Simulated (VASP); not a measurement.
Crystal: Sr2AlO.

```
Sr Al O
1.0
     3.65824    0.00000    0.00000
     0.00000    3.65824    0.00000
     0.00000    0.00000    5.16747
Sr Al O
2 1 1
Direct
  0.00000 0.00000 0.50000
  0.50000 0.50000 0.00000
  0.00000 0.00000 0.00000
  0.50000 0.50000 0.50000
```

The cell was built from a structure type or drawn by symmetry, and may not be a known phase.

```yaml
Program: VASP 6.6.1
Task: relaxation of cell and atoms
Functional: PBE
Potentials_or_basis: VASP PAW PBE potentials, release 64 (Sr_sv, Al, O)
Cutoff: 600 eV
k_mesh: 6 × 6 × 4
Occupations: gaussian, width 0.1 eV
Spin: no spin polarisation
```

At the start: pressure 35.1 GPa; volume 17.29 Å³/atom.

Problem. How do energy, volume and symmetry change on relaxing?

Solution. Over 4 steps the energy falls by 824.3 meV/atom and the volume is 27.64 Å³/atom (+59.9 %); space group P4/mmm (No. 123, to 0.1 Å) before and after.

The path:
```
step  energy change (eV)  largest force (eV/Å)  pressure (GPa)  volume (Å³)
   1              0.0000                0.0000           35.07        69.15
   2             -3.2818                0.0000           -1.22       114.35
   3             -3.2966                0.0000            0.27       109.63
   4             -3.2972                0.0000           -0.05       110.57
```

Final structure:
```yaml
crystal:
  lattice:
    - [4.24734, 0.00000, 0.00000]
    - [0.00000, 4.24734, 0.00000]
    - [0.00000, 0.00000, 6.12912]
  atoms:
    - { symbol: Sr, position: [0.00000, 0.00000, 0.50000] }
    - { symbol: Sr, position: [0.50000, 0.50000, 0.00000] }
    - { symbol: Al, position: [0.00000, 0.00000, 0.00000] }
    - { symbol: O, position: [0.50000, 0.50000, 0.50000] }
```

Caveat: the volume moved by over 15 % at a fixed basis, so the end points are rough; an odd number of electrons without spin polarisation forces a metal; a magnetic or distorted state may lie lower.
